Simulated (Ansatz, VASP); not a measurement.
**Al3Cu in VASP and in Ansatz**

```xyz
4
Lattice="2.9880 0.0000 0.0000 0.0000 2.9880 0.0000 0.0000 0.0000 6.5425" Properties=species:S:1:pos:R:3 pbc="T T T"
Al    0.0000    0.0000    3.2712
Al    1.4940    1.4940    1.4566
Al    1.4940    1.4940    5.0858
Cu    0.0000    0.0000    0.0000
```

Alike in both runs: task single point; functional r2SCAN; k mesh 18 × 18 × 8; occupations gaussian, width 0.15 eV; no spin polarisation.

```csv
,VASP,Ansatz
version,VASP 6.6.1,Ansatz 0.2.0
potentials or method,"VASP PAW PBE potentials, release 64 (Al, Cu), cutoff 520 eV","scalar-relativistic, plane waves, PAW"
valence electrons in the cell,20,28
```

Ansatz gave:

- gap on the k mesh at the Fermi level (eV): none
- pressure (GPa): 0.5
- traceless stress, the component that is largest in VASP (GPa): 5.06
- rms of the force components (eV/Å): 0.019

Question: Estimate VASP's values.

Answer: gap on the k mesh at the Fermi level (eV): none; pressure (GPa): 0.3; traceless stress, the component that is largest in VASP (GPa): 5.05; rms of the force components (eV/Å): 0.025.

VASP's potentials were made for PBE, not for r2SCAN. Atom by atom the forces differ by 0.005 eV/Å (rms over components). A gap of «none» marks a metal or a gap that the smearing closes. With one functional, cell and mesh, what is left measures potentials, basis and numerics. VASP's potentials hold 20 valence electrons a cell and Ansatz's 28, so a difference there can come from the potentials and not from the codes.
